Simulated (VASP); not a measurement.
A run of VASP 6.6.1 is set up as follows.

The input INCAR:

```
  PREC = Accurate
  ENCUT = 520
  EDIFF = 1E-6
  ISMEAR = 0
  SIGMA = 0.01
  LREAL = F
  LASPH = T
  NELM = 100
  ALGO = Normal
  ISIF = 2
  LWAVE = F
  LCHARG = F
  GGA = PE
  NBANDS = 19
```

Contents of KPOINTS:

```
regular mesh
0
Gamma
  12 6 12
```

POSCAR

```
Hg
1.0
    3.5938791799      0.0000000000     -0.0041179773
    0.0000000000      5.6117845133      0.0000000000
   -1.7934394864      0.0000000000      3.1165802836
Hg
2
Direct
    0.6665109124      0.2500000000      0.8330377283
    0.3334890876      0.7500000000      0.1669622717
```

Potentials or basis: VASP PAW PBE potentials, release 64 (Hg).

Run with:

```bash
$ cat potpaw_PBE.64/Hg/POTCAR > POTCAR
$ mpirun -np 1 vasp_std > vasp.out
```

(1) Estimate the pressure.

(2) Estimate the band gap on the k mesh.

## Answers

(1) 0.0 GPa.

(2) 0.35 eV (least direct gap 1.36 eV).

Caveat: spin-orbit coupling is left out, which moves the levels of the heavy elements.
